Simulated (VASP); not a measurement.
# Bi2Te3 (R-3m) in VASP: further runs, part 2 of 2

VASP 6.6.1.

**3. Single point, revPBE+D3(BJ)**

This run uses another cell than the first one, of 32.84 Å³/atom.

File INCAR:

```
  PREC = Accurate
  ENCUT = 520
  EDIFF = 1E-7
  ISMEAR = -1
  SIGMA = 0.05
  LREAL = False
  LASPH = True
  NELM = 60
  ALGO = Normal
  ISIF = 2
  LWAVE = False
  LCHARG = False
  GGA = RE
  IVDW = 12
  NBANDS = 32
```

File KPOINTS:

```
Automatic mesh
0
Gamma
  7 7 7
```

File POSCAR:

```
Bi2Te3
1.0
    2.1778476896      1.2573809498      9.9928154007
   -2.1778476896      1.2573809498      9.9928154007
    0.0000000000     -2.5147618997      9.9928154007
Bi Te
2 3
Direct
    0.5994663153      0.5994663153      0.5994663153
    0.4005336847      0.4005336847      0.4005336847
    0.7918284313      0.7918284313      0.7918284313
    0.2081715687      0.2081715687      0.2081715687
    0.0000000000      0.0000000000      0.0000000000
```

Potentials or basis: VASP PAW PBE potentials, release 64 (Bi_d, Te).

The run is started by

```sh
> cat potpaw_PBE.64/Bi_d/POTCAR potpaw_PBE.64/Te/POTCAR > POTCAR
> mpirun -np 1 vasp_std > vasp.out
```

Wall time 41 min (1 thread of Intel Xeon 8259CL, shared host); peak memory 0.99 GiB.

The run converged. Its results:

| Item | Value |
| --- | --- |
| Free energy | -20.9448 eV |
| Pressure | 0.0 GPa |
| Largest force | 0.013 eV/Å |
| Band gap on the k mesh | 0.27 eV |
| Dispersion energy per atom | -0.865 eV |

Forces in eV/Å, atoms in the order of the input:
```
Bi   0.000  0.000  0.006
Bi   0.000  0.000 -0.006
Te   0.000  0.000  0.013
Te   0.000  0.000 -0.013
Te   0.000  0.000  0.000
```

Levels at points of the mesh, in eV from the valence-band top:
| k point | band 20 | band 21 | band 22 | band 23 | band 24 | band 25 | band 26 | band 27 | band 28 | band 29 |
| --- | --- | --- | --- | --- | --- | --- | --- | --- | --- | --- |
| (0.00, 0.00, 0.00) | -1.86 | -1.86 | -0.97 | -0.97 | 0.00 | 0.27 | 0.53 | 0.53 | 1.98 | 2.11 |

Caveat: the PAW data sets were made with another functional, which shifts forces and pressure a little; spin-orbit coupling is left out, which moves the levels of the heavy elements; an odd mesh through Γ misses points on the zone boundary, where band edges can lie.

**4. Single point, revPBE+D4**

This run uses another cell than the first one, of 33.32 Å³/atom.

File INCAR:

```
  ALGO = Normal
  EDIFF = 1E-7
  ENCUT = 520
  GGA = RE
  ISIF = 2
  ISMEAR = -1
  IVDW = 13
  LASPH = T
  LCHARG = T
  LELF = T
  LREAL = F
  LVHAR = T
  LWAVE = F
  NBANDS = 32
  NELM = 100
  PREC = Accurate
  SIGMA = 0.05
```

File KPOINTS:

```
k-points
0
Gamma
  7 7 7
```

File POSCAR:

```
Bi2Te3
1.0
    2.1849248825      1.2614669691     10.0738782889
   -2.1849248825      1.2614669691     10.0738782889
    0.0000000000     -2.5229339382     10.0738782889
Bi Te
2 3
Direct
    0.5996984384      0.5996984384      0.5996984384
    0.4003015616      0.4003015616      0.4003015616
    0.7910926446      0.7910926446      0.7910926446
    0.2089073554      0.2089073554      0.2089073554
    0.0000000000      0.0000000000      0.0000000000
```

Potentials or basis: VASP PAW PBE potentials, release 64 (Bi_d, Te).

The run is started by

```sh
> cat potpaw_PBE.64/Bi_d/POTCAR potpaw_PBE.64/Te/POTCAR > POTCAR
> mpirun -np 1 vasp_std > vasp.out
```

OUTCAR:

```text
EDIFF = 1E-7
   ENCUT = 520
   GGA = RE
   ISIF = 2
   ISMEAR = -1
   IVDW = 13
   LASPH = T
   LREAL = F
   NELM = 100
   PREC = Accurate

 ion  position               nearest neighbor table
   1  0.600  0.600  0.600-   4 3.06   4 3.06   4 3.06   5 3.23   5 3.23   5 3.23
   2  0.400  0.400  0.400-   3 3.06   3 3.06   3 3.06   5 3.23   5 3.23   5 3.23
   3  0.791  0.791  0.791-   2 3.06   2 3.06   2 3.06   4 3.59   4 3.59   4 3.59
   4  0.209  0.209  0.209-   1 3.06   1 3.06   1 3.06   3 3.59   3 3.59   3 3.59
   5  0.000  0.000  0.000-   1 3.23   1 3.23   2 3.23   2 3.23   1 3.23   2 3.23

  LATTYP: Found a trigonal (rhomboedric) cell.
 ALAT       =    10.3849997321
 COS(alpha) =     0.9114700870

  Lattice vectors:

 A1 = (   2.1849248825,   1.2614669691,  10.0738782889)
 A2 = (  -2.1849248825,   1.2614669691,  10.0738782889)
 A3 = (   0.0000000000,  -2.5229339382,  10.0738782889)

Analysis of symmetry for initial positions (statically):
=====================================================================
 Subroutine PRICEL returns:
 Original cell was already a primitive cell.

 Routine SETGRP: Setting up the symmetry group for a
[... 178 lines left out ...]
 fundamental gap:      0.2869406048
 Fermi energy:         6.6785823074

 k-point     1 :       0.0000    0.0000    0.0000
  band No.  band energies     occupation
      1     -16.7722      2.00000
      2     -16.7722      2.00000
      3     -16.7708      2.00000
      4     -16.7708      2.00000
      5     -16.7652      2.00000
      6     -16.7638      2.00000
[... 829 lines left out ...]
     31      10.9205      0.00000
     32      10.9628      0.00000

 [... further k-points ...]

------------------------ aborting loop because EDIFF is reached ----------------------------------------

  DFT-D4 for vdW energy calculation

  Edisp (eV):   -3.85585

  FORCE on cell =-STRESS in cart. coord.  units (eV):
  Direction    XX          YY          ZZ          XY          YZ          ZX
  --------------------------------------------------------------------------------------
  -------------------------------------------------------------------------------------
  Total      -0.02831    -0.02831    -0.05690     0.00000     0.00000     0.00000
  in kB      -0.27222    -0.27222    -0.54726     0.00000     0.00000     0.00000
  external pressure =       -0.36 kB  Pullay stress =        0.00 kB

 VOLUME and BASIS-vectors are now :
 -----------------------------------------------------------------------------
  energy-cutoff  :      520.00
  volume of cell :      166.59
      direct lattice vectors                 reciprocal lattice vectors
     2.184924882  1.261466969 10.073878289     0.228840819  0.132121309  0.033088878
    -2.184924882  1.261466969 10.073878289    -0.228840819  0.132121309  0.033088878
     0.000000000 -2.522933938 10.073878289     0.000000000 -0.264242617  0.033088878

 POSITION                                       TOTAL-FORCE (eV/Angst)
 -----------------------------------------------------------------------------------
      0.00000      0.00000     18.12387        -0.000000     -0.000000      0.007904
      0.00000      0.00000     12.09777        -0.000000      0.000000     -0.007904
      0.00000      0.00000     23.90811        -0.000000     -0.000000      0.012092
      0.00000      0.00000      6.31352        -0.000000      0.000000     -0.012092
      0.00000      0.00000      0.00000         0.000000     -0.000000      0.000000
 -----------------------------------------------------------------------------------
    total drift:                                0.000000      0.000000     -0.000000

  FREE ENERGIE OF THE ION-ELECTRON SYSTEM (eV)
  ---------------------------------------------------
  free  energy   TOTEN  =       -20.5354744315 eV

  energy  without entropy=      -20.5353071003  energy(sigma->0) =      -20.53539077
```

OSZICAR:

```text
N       E                     dE             d eps       ncg     rms          rms(c)
DAV:   1     0.433843815000E+03    0.43384E+03   -0.21649E+04  2816   0.146E+03
DAV:   2     0.289168490026E+02   -0.40493E+03   -0.38959E+03  2944   0.379E+02
DAV:   3    -0.149891038320E+02   -0.43906E+02   -0.41810E+02  3656   0.136E+02
DAV:   4    -0.168277626023E+02   -0.18387E+01   -0.18314E+01  3192   0.296E+01
DAV:   5    -0.169123630922E+02   -0.84600E-01   -0.84590E-01  4064   0.635E+00    0.790E+00
DAV:   6    -0.166607026048E+02    0.25166E+00   -0.33651E-01  3680   0.441E+00    0.573E+00
DAV:   7    -0.166772573702E+02   -0.16555E-01   -0.22730E-01  3576   0.210E+00    0.114E+00
DAV:   8    -0.166788698973E+02   -0.16125E-02   -0.31815E-02  3136   0.101E+00    0.619E-01
DAV:   9    -0.166789948326E+02   -0.12494E-03   -0.27432E-03  3312   0.369E-01    0.378E-01
DAV:  10    -0.166795449499E+02   -0.55012E-03   -0.11547E-03  2984   0.162E-01    0.799E-02
DAV:  11    -0.166796030370E+02   -0.58087E-04   -0.68301E-05  3856   0.471E-02    0.390E-02
DAV:  12    -0.166796208087E+02   -0.17772E-04   -0.24023E-05  3064   0.217E-02    0.192E-02
DAV:  13    -0.166796267969E+02   -0.59882E-05   -0.11322E-05  2784   0.150E-02    0.367E-03
DAV:  14    -0.166796271237E+02   -0.32686E-06   -0.75000E-07  3352   0.507E-03    0.248E-03
DAV:  15    -0.166796269623E+02    0.16148E-06   -0.37752E-07  2648   0.297E-03    0.202E-03
DAV:  16    -0.166796270376E+02   -0.75323E-07   -0.61950E-08  2296   0.137E-03
   1 F= -.20535474E+02 E0= -.20535391E+02  d E =-.167331E-03
```

It took 43 min on 1 thread of Intel Xeon 8259CL, shared host; peak memory 0.98 GiB.

What came out:

| Property | Result |
| --- | --- |
| Free energy | -20.5355 eV |
| Pressure | 0.0 GPa |
| Largest force | 0.012 eV/Å |
| Band gap on the k mesh | 0.29 eV |
| Dispersion energy per atom | -0.771 eV |

Forces on the atoms (eV/Å):
```
Bi   0.000  0.000  0.008
Bi   0.000  0.000 -0.008
Te   0.000  0.000  0.012
Te   0.000  0.000 -0.012
Te   0.000  0.000  0.000
```

Levels at points of the mesh, in eV from the valence-band top:
```tsv
k point	band 20	band 21	band 22	band 23	band 24	band 25	band 26	band 27	band 28	band 29
(0.00, 0.00, 0.00)	-1.81	-1.81	-0.93	-0.93	0.00	0.29	0.59	0.59	1.97	2.11
```

Caveat: the PAW data sets were made with another functional, which shifts forces and pressure a little; spin-orbit coupling is left out, which moves the levels of the heavy elements; an odd mesh through Γ misses points on the zone boundary, where band edges can lie.

**5. The runs side by side**

| level | cell | gap on the mesh (eV) | pressure (GPa) | largest force (eV/Å) |
| --- | --- | --- | --- | --- |
| PBE | a = 10.682 Å, angles 24.2°, 5 atoms, atomic positions A | 0.31 | -1.0 | 0.37 |
| revPBE+D3(BJ) | a = 10.304 Å, angles 24.4°, 5 atoms, atomic positions B | 0.27 | 0.0 | 0.01 |
| revPBE+D4 | a = 10.385 Å, angles 24.3°, 5 atoms, atomic positions C | 0.29 | 0.0 | 0.01 |

Alike in all rows: task single point; potentials or basis VASP PAW PBE potentials, release 64 (Bi_d, Te); no spin polarisation; k mesh 7 × 7 × 7; cutoff (eV) 520; smearing fermi-dirac 0.05 eV.

Caveats: spin-orbit coupling is left out, which moves the levels of the heavy elements; an odd mesh through Γ misses points on the zone boundary, where band edges can lie; the PAW data sets were made with another functional, which shifts forces and pressure a little (at least some runs).

Absolute energies hang on the potentials; compare differences alone.

**6. Against experiment**

Step 2. Against the measured gap of Bi2Te3, 0.17 eV (quoted in “Vacancy and Antisite-Induced Ferromagnetism in Liquid-Phase Exfoliated Bi2Te3”, 2024, arxiv:2412.10539), the calculated 0.31 eV is off by +0.14 eV. Spin-orbit coupling on Bi, Te is left out. The value is that of PBE on a finite k mesh, which can miss the band edges, without temperature or zero-point motion.

Step 3. Against the measured gap of Bi2Te3, 0.17 eV (quoted in “Vacancy and Antisite-Induced Ferromagnetism in Liquid-Phase Exfoliated Bi2Te3”, 2024, arxiv:2412.10539), the calculated 0.27 eV is off by +0.10 eV. Spin-orbit coupling on Bi, Te is left out. The value is that of revPBE+D3(BJ) on a finite k mesh, which can miss the band edges, without temperature or zero-point motion.

Step 4. A measured gap of Bi2Te3 is 0.17 eV (quoted in “Vacancy and Antisite-Induced Ferromagnetism in Liquid-Phase Exfoliated Bi2Te3”, 2024, arxiv:2412.10539); the calculated 0.29 eV misses it by +0.12 eV. Spin-orbit coupling on Bi, Te is left out. The value is that of revPBE+D4 on a finite k mesh, which can miss the band edges, without temperature or zero-point motion.
